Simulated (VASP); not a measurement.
Input of a VASP 6.6.1 run:

The input INCAR:

```
PREC = Accurate
ENCUT = 520
EDIFF = 1E-7
ISMEAR = 1
SIGMA = 0.1
LREAL = False
LASPH = True
NELM = 80
ALGO = Normal
ISIF = 2
LWAVE = False
LCHARG = True
GGA = PS
LELF = True
LVHAR = True
NBANDS = 32
```

KPOINTS

```
Automatic mesh
0
Gamma
  5 5 5
  0.5 0.5 0.5
```

Contents of POSCAR:

```
Sn3Te
1.0
    4.8656220000      0.0000000000      0.0000000000
    0.0000000000      4.8656220000      0.0000000000
    0.0000000000      0.0000000000      4.8656220000
Sn Te
3 1
Direct
    0.5000000000      0.5000000000      0.0000000000
    0.5000000000      0.0000000000      0.5000000000
    0.0000000000      0.5000000000      0.5000000000
    0.0000000000      0.0000000000      0.0000000000
```

Potentials or basis: VASP PAW PBE potentials, release 64 (Sn_d, Te).

Run with:

```bash
$ cat potpaw_PBE.64/Sn_d/POTCAR potpaw_PBE.64/Te/POTCAR > POTCAR
$ mpirun -np 1 vasp_std > vasp.out
```

Task: Estimate the pressure.

Result: -2.4 GPa.

Task: Predict the band gap on the k mesh.

Result: Zero (band 24 reaches 10.30 eV, above the bottom of band 25 at 7.34 eV).

Caveat: the PAW data sets were made with another functional, which shifts forces and pressure a little; spin-orbit coupling is left out, which moves the levels of the heavy elements.
